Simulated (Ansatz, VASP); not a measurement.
# Two plane-wave programs on Si3Sn

```
CELL_PARAMETERS angstrom
4.02148 0.00000 0.00000
0.00000 4.02148 0.00000
0.00000 0.00000 4.02148
ATOMIC_POSITIONS crystal
Si 0.50000 0.50000 0.00000
Si 0.50000 0.00000 0.50000
Si 0.00000 0.50000 0.50000
Sn 0.00000 0.00000 0.00000
```

Change from the starting cell: species swapped into the CuAu3 type (Pm-3m, No. 221).

Alike in both runs: task single point; functional PBE; k mesh 4 × 4 × 4; occupations gaussian, width 0.1 eV; no spin polarisation.

```csv
,VASP,Ansatz
version,VASP 6.6.1,Ansatz 0.2.0
potentials or method,"VASP PAW PBE potentials, release 64 (Si, Sn_d), cutoff 520 eV","scalar-relativistic, plane waves, PAW"
valence electrons in the cell,26,26
```

```csv
,VASP,Ansatz,Ansatz less VASP
gap on the k mesh at the Fermi level (eV),none,none,-
pressure (GPa),12.4,12.6,+0.12
```

A gap of «none» marks a metal or a gap that the smearing closes. The functional is the same, so the differences come from potentials, cutoffs and numerics.

The k mesh is coarse, so the values compare programs but aren't converged.
